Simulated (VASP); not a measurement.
Runs of VASP 6.6.1 on Pt. The structure is that of space group Fm-3m (No. 225), or close to it. The cells are those of the table. 

```tsv
cell	further INCAR settings	gap on the mesh (eV)	pressure (GPa)
a = 2.769, b = 2.769, c = 2.790 Å, angles 59.8, 59.8, 59.5°, 1 atom	ALGO = Fast; EDIFF = 1e-06; NBANDS = 11	none	11.1
a = 2.769, b = 2.769, c = 2.842 Å, angles 59.1, 59.1, 58.3°, 1 atom	ALGO = Fast; EDIFF = 1e-06; NBANDS = 11	none	11.8
a = 2.769, b = 2.769, c = 2.821 Å, angles 59.4, 59.4, 58.8°, 1 atom	ALGO = Fast; EDIFF = 1e-06; NBANDS = 11	none	(a)
a = 2.769, b = 2.769, c = 2.779 Å, angles 59.9, 59.9, 59.8°, 1 atom	ALGO = Fast; EDIFF = 1e-07; NBANDS = 11	none	11.0
a = 2.769, b = 2.769, c = 2.831 Å, angles 59.3, 59.3, 58.5°, 1 atom	ALGO = Fast; EDIFF = 1e-06; NBANDS = 11	none	11.6
a = 2.769, b = 2.769, c = 2.800 Å, angles 59.6, 59.6, 59.3°, 1 atom	ALGO = Fast; EDIFF = 1e-06; NBANDS = 11	none	11.1
a = 2.769, b = 2.769, c = 2.727 Å, angles 60.5, 60.5, 61.0°, 1 atom	ALGO = Fast; EDIFF = 1e-07; NBANDS = 11	none	(b)
a = 2.770, b = 2.770, c = 2.686 Å, angles 61.0, 61.0, 62.0°, 1 atom	ALGO = Fast; EDIFF = 1e-06; NBANDS = 11	none	12.1
```

Alike in all rows: task single point; level PBE; potentials or basis VASP PAW PBE potentials, release 64 (Pt); no spin polarisation; k mesh 20 × 20 × 20; cutoff (eV) 520; smearing gaussian 0.15 eV.

Problem. Fill in the values left out.

Solution. (a) 11.4; (b) 11.3.

Caveats: spin-orbit coupling is left out, which moves the levels of the heavy elements.

A k mesh can miss the band edges, and the runs leave out spin-orbit coupling on Pt.

A gap of «none» marks levels without a gap at the run's occupations.
